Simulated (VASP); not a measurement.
Runs of VASP 6.6.1 on Ge. The structure is that of space group R-3 (No. 148), or close to it. The cells are those of the table. 

```csv
cell,gap on the mesh (eV),pressure (GPa),largest force (eV/Å)
"a = 6.056 Å, angles 111.4°, 8 atoms",none,1.9,1.12
"a = 6.240 Å, angles 110.4°, 8 atoms",none,-7.0,0.33
"a = 5.759 Å, angles 107.2°, 8 atoms",none,(b),1.00
"a = 5.883 Å, angles 108.8°, 8 atoms",none,0.1,0.56
"a = 5.618 Å, angles 111.2°, 8 atoms",none,32.7,2.51
"a = 6.226 Å, angles 110.8°, 8 atoms",none,(a),0.36
```

Alike in all rows: task single point; level LDA; potentials or basis VASP PAW LDA potentials, release 64 (Ge_d); no spin polarisation; k mesh 9 × 9 × 9; cutoff (eV) 520; smearing gaussian 0.15 eV.

Estimate the missing entries.

(a) -5.8; (b) 3.2.

Caveats: semilocal functionals underestimate gaps, and a narrow one can read as zero (at least some runs); forces of over 1 eV/Å act on the atoms, so gaps and moduli don't describe the material at rest (at least some runs); the stress differs along the axes, from -2 to 11 GPa (at least some runs); the cell stands under tension (at least some runs); the stress differs along the axes, from -10 to 10 GPa (at least some runs); the stress differs along the axes, from -6 to 3 GPa (at least some runs); the stress differs along the axes, from 25 to 47 GPa (at least some runs).

A k mesh can miss the band edges, and the runs leave out spin-orbit coupling on Ge.

A gap of «none» marks levels without a gap at the run's occupations.
